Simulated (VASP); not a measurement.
# HgTe in VASP: notebook, part 3 of 3

VASP 6.6.1. The steps go on from the part before.

## (6) Electric field gradients, LDA (equal xx and yy strain of -1 %)

The input, INCAR:

```
ALGO = Normal
EDIFF = 1E-8
ENCUT = 520
ISIF = 2
ISMEAR = -1
LASPH = T
LCHARG = F
LEFG = T
LREAL = F
LWAVE = F
NBANDS = 16
NELM = 60
PREC = Accurate
SIGMA = 0.03
```

The input, KPOINTS:

```
k-points
0
Gamma
  11 11 11
```

The input, POSCAR:

```
HgTe
1.0
    0.0000000000      3.1912650000      3.2235000000
    3.1912650000      0.0000000000      3.2235000000
    3.1912650000      3.1912650000      0.0000000000
Hg Te
1 1
Direct
    0.0000000000      0.0000000000      0.0000000000
    0.7500000000      0.7500000000      0.7500000000
```

Potentials or basis: VASP PAW LDA potentials, release 64 (Hg, Te).

Run with:

```console
$ cat potpaw_LDA.64/Hg/POTCAR potpaw_LDA.64/Te/POTCAR > POTCAR
$ mpirun -np 1 vasp_std > vasp.out
```

OUTCAR:

```text
EDIFF = 1E-8
   ENCUT = 520
   ISIF = 2
   ISMEAR = -1
   LASPH = T
   LREAL = F
   NELM = 60
   PREC = Accurate

 ion  position               nearest neighbor table
   1  0.000  0.000  0.000-   2 2.77   2 2.77   2 2.77   2 2.77
   2  0.750  0.750  0.750-   1 2.77   1 2.77   1 2.77   1 2.77

  LATTYP: Found a body centered tetragonal cell.
 ALAT       =     4.5131302441
 C/A-ratio  =     1.4284985479

  Lattice vectors:

 A1 = (  -3.1912650000,   0.0000000000,   3.2235000000)
 A2 = (   3.1912650000,   0.0000000000,   3.2235000000)
 A3 = (   0.0000000000,   3.1912650000,  -3.2235000000)

Analysis of symmetry for initial positions (statically):
=====================================================================
 Subroutine PRICEL returns:
 Original cell was already a primitive cell.

 Routine SETGRP: Setting up the symmetry group for a
 body centered tetragonal supercell.

 Subroutine GETGRP returns: Found  8 space group operations
 (whereof  8 operations were pure point group operations)
 out of a pool of 16 trial point group operations.

The static configuration has the point symmetry D_2d.

Analysis of symmetry for dynamics (positions and initial velocities):
=====================================================================
 Subroutine PRICEL returns:
 Original cell was already a primitive cell.

 Routine SETGRP: Setting up the symmetry group for a
 body centered tetragonal supercell.

 Subroutine GETGRP returns: Found  8 space group operations
 (whereof  8 operations were pure point group operations)
 out of a pool of 16 trial point group operations.

The dynamic configuration has the point symmetry D_2d.

 Subroutine INISYM returns: Found  8 space group operations
 (whereof  8 operations are pure point group operations),
 and found     1 'primitive' translations

----------------------------------------------------------------------------------------

                                     Primitive cell

  volume of cell :      65.6574

  direct lattice vectors                    reciprocal lattice vectors
     0.000000000  3.191265000  3.223500000    -0.156677681  0.156677681  0.155110904
     3.191265000  0.000000000  3.223500000     0.156677681 -0.156677681  0.155110904
     3.191265000  3.191265000  0.000000000     0.156677681  0.156677681 -0.155110904

  length of vectors
     4.535981101  4.535981101  4.513130244     0.270472150  0.270472150  0.270472150

  position of ions in fractional coordinates (direct lattice)
     0.000000000  0.000000000  0.000000000
     0.750000000  0.750000000  0.750000000

  ion indices of the primitive-cell ions
   primitive index   ion index
                 1           1
                 2           2

----------------------------------------------------------------------------------------

 KPOINTS: k-points

Automatic generation of k-mesh.
 Grid dimensions read from file:
[... 72 lines left out ...]
   ISYM   =      2    0-nonsym 1-usesym 2-fastsym
   POTIM  = 0.5000    time-step for ionic-motion
   TEBEG  =    0.0;   TEEND  =   0.0 temperature during run
   PSTRESS=    0.0 pullay stress
   NELECT =      18.0000    total number of electrons
   NUPDOWN=      -1.0000    fix difference up-down
   EMIN   =  10.00;   EMAX   =-10.00  energy-range for DOS
   EFERMI =   0.00;   METHOD = LEGACY
   ISMEAR =    -1;   SIGMA  =   0.03  broadening in eV -4-tet -1-fermi 0-gaus
   EFERMI_NEDOS =   21; number of points for ismear=-14 and -15
   IALGO  =     38    algorithm
   IMIX   =      4    mixing-type and parameters
     AMIX     =   0.40;   BMIX     =  1.00
     AMIX_MAG =   1.60;   BMIX_MAG =  1.00
  volume/ion in A,a.u.               =      32.83       221.54
  Fermi-wavevector in a.u.,A,eV,Ry     =   1.063501  2.009725 15.388654  1.131034
  Thomas-Fermi vector in A             =   2.198988
   LORBIT       =      0    0 simple, 1 ext, 2 COOP (PROOUT), +10 PAW based schemes
   GGA     = CA    functional components
   LHFCALC =     F    Hartree Fock is set to
   AEXX    =    0.0000 exact exchange contribution
   IVDW    =     0    specifies the selected vdW correction
   LEPSILON=     F    determine dielectric tensor
   LRPA    =     F    only Hartree local field effects (RPA)
 non-spin polarized calculation
  energy-cutoff  :      520.00
  volume of cell :       65.66
 maximum number of plane-waves:      1808
 NGX is ok and might be reduce to    36
   NGX = 17   NGY = 17   NGZ = 17

 number of electron      17.9999998 magnetization

 Free energy of the ion-electron system (eV)
  ---------------------------------------------------
  ext. energy  EPLUGINS =         0.00000000
  ---------------------------------------------------
  free energy    TOTEN  =        -5.03406362 eV

  energy without entropy =       -5.03393424  energy(sigma->0) =       -5.03399893

 E-fermi :   3.2419     XC(G=0):  -9.2231

 val. band max:        3.2205780399   @ k =   0.0000   0.0000   0.0000
 cond. band min:       3.6697196921   @ k =   0.0909   0.0000   0.0000
 fundamental gap:      0.4491416522
 Fermi energy:         3.2418760608

 k-point     1 :       0.0000    0.0000    0.0000
  band No.  band energies     occupation
      1      -9.0390      2.00000
      2      -4.3368      2.00000
      3      -4.3344      2.00000
      4      -4.3344      2.00000
      5      -3.7717      2.00000
      6      -3.7635      2.00000
[... 433 lines left out ...]
      3      -4.2224      2.00000
      4      -4.1257      2.00000
      5      -3.7909      2.00000
      6      -3.7382      2.00000
[... 8 lines left out ...]
     15      12.2564      0.00000
     16      12.4724      0.00000

 [... further k-points ...]

------------------------ aborting loop because EDIFF is reached ----------------------------------------

  FORCE on cell =-STRESS in cart. coord.  units (eV):
  Direction    XX          YY          ZZ          XY          YZ          ZX
  --------------------------------------------------------------------------------------
  -------------------------------------------------------------------------------------
  Total        0.4311819      0.4311819      0.3638537      0.0000000     -0.0000000      0.0000000
  in kB       10.5217422     10.5217422      8.8787948      0.0000000     -0.0000000      0.0000000
  external PRESSURE =       9.9740930 kB  Pullay stress =       0.0000000 kB

 VOLUME and BASIS-vectors are now :
 -----------------------------------------------------------------------------
  energy-cutoff  :      520.00
  volume of cell :       65.66
      direct lattice vectors                 reciprocal lattice vectors
     0.000000000  3.191265000  3.223500000    -0.156677681  0.156677681  0.155110904
     3.191265000  0.000000000  3.223500000     0.156677681 -0.156677681  0.155110904
     3.191265000  3.191265000  0.000000000     0.156677681  0.156677681 -0.155110904

 POSITION                                       TOTAL-FORCE (eV/Angst)
 -----------------------------------------------------------------------------------
      0.00000      0.00000      0.00000         0.000000      0.000000      0.000000
      4.78690      4.78690      4.83525        -0.000000     -0.000000     -0.000000
 -----------------------------------------------------------------------------------
    total drift:                               -0.000000     -0.000000      0.000000

  FREE ENERGIE OF THE ION-ELECTRON SYSTEM (eV)
  ---------------------------------------------------
  free  energy   TOTEN  =        -5.0340636152 eV

  energy  without entropy=       -5.0339342444  energy(sigma->0) =       -5.03399893

 Electric field gradients (V/A^2)
---------------------------------------------------------------------
 ion       V_xx      V_yy      V_zz      V_xy      V_xz      V_yz
---------------------------------------------------------------------
   1       3.298     3.298    -6.596    -0.001    -0.000    -0.000
   2      -2.507    -2.507     5.015    -0.000    -0.000    -0.000
---------------------------------------------------------------------

 Electric field gradients after diagonalization (V/A^2)
 (convention: |V_zz| > |V_xx| > |V_yy|)
----------------------------------------------------------------------
 ion       V_xx      V_yy      V_zz     asymmetry (V_yy - V_xx)/ V_zz
----------------------------------------------------------------------
   1       3.299     3.297    -6.596       0.000
   2      -2.508    -2.507     5.015       0.000
----------------------------------------------------------------------

           NMR quadrupolar parameters

 Cq : quadrupolar parameter    Cq=e*Q*V_zz/h
 eta: asymmetry parameters     (V_yy - V_xx)/ V_zz
 Q  : nuclear electric quadrupole moment in mb (millibarn)
----------------------------------------------------------------------
 ion       Cq(MHz)       eta       Q (mb)
----------------------------------------------------------------------
   1      -0.016       0.000       1.000
   2       0.012       0.000       1.000
----------------------------------------------------------------------
```

stdout:

```text
POSCAR found type information on POSCAR HgTe
 POSCAR found :  2 types and       2 ions
 scaLAPACK will be used
 LDA part: xc-table for (Slater(with rela. corr.)+CA(PZ))
 , standard interpolation
 POSCAR, INCAR and KPOINTS ok, starting setup
 FFT: planning ... GRIDC
 FFT: planning ... GRID_SOFT
 FFT: planning ... GRID
 WAVECAR not read
 entering main loop
ion   1

ion   2
```

Run time: 53 s. Hardware: 1 thread of Intel Xeon 6975P-C (Granite Rapids), shared host; peak memory 0.27 GiB.

What came out:

- Free energy: -5.0341 eV
- Pressure: 1.0 GPa
- Band gap on the k mesh: zero (filled and empty bands touch)
- Largest electric field gradient by atom: Hg -6.6; Te +5.0 V/Å²

Levels at points of the mesh, in eV from the Fermi level:
```csv
k point,band 5,band 6,band 7,band 8,band 9,band 10,band 11,band 12,band 13,band 14
"(0.00, 0.00, 0.00)",-7.01,-7.01,-0.83,-0.06,-0.02,-0.02,4.07,4.07,4.07,6.20
```

Electric field gradients, principal values (V/Å²):
| atom | least | middle | greatest (by size) |
| --- | --- | --- | --- |
| 1 Hg | 3.297 | 3.299 | -6.596 |
| 2 Te | -2.507 | -2.508 | 5.015 |

Caveat: the cell differs from its parent crystal (equal xx and yy strain of -1 %); semilocal functionals underestimate gaps, so a narrow gap can read as zero; without QUAD_EFG the Cq values of the log hold for a quadrupole moment of 1 mb, not for the nuclei; spin-orbit coupling is left out, which moves the levels of the heavy elements.

## (7) Summary

```csv
cell,gap on the mesh (eV),pressure (GPa)
"a = 4.491 Å, angles 62.0°, 2 atoms",0.16,0.2
"a = 4.513, b = 4.513, c = 4.468 Å, angles 60.3, 60.3, 59.3°, 2 atoms",none,2.1
"a = 4.513, b = 4.513, c = 4.559 Å, angles 59.7, 59.7, 60.7°, 2 atoms",0.07,1.0
"a = 4.536, b = 4.536, c = 4.513 Å, angles 60.2, 60.2, 59.7°, 2 atoms",none,1.0
```

Alike in all rows: task electric field gradients; level LDA; potentials or basis VASP PAW LDA potentials, release 64 (Hg, Te); no spin polarisation; k mesh 11 × 11 × 11; cutoff (eV) 520; smearing fermi-dirac 0.03 eV.

Caveats: spin-orbit coupling is left out, which moves the levels of the heavy elements; an odd mesh through Γ misses points on the zone boundary, where band edges can lie (at least some runs); semilocal functionals underestimate gaps, so a narrow gap can read as zero (at least some runs).

Total energies depend on the potentials used, so only differences within one code and one set of settings carry meaning.
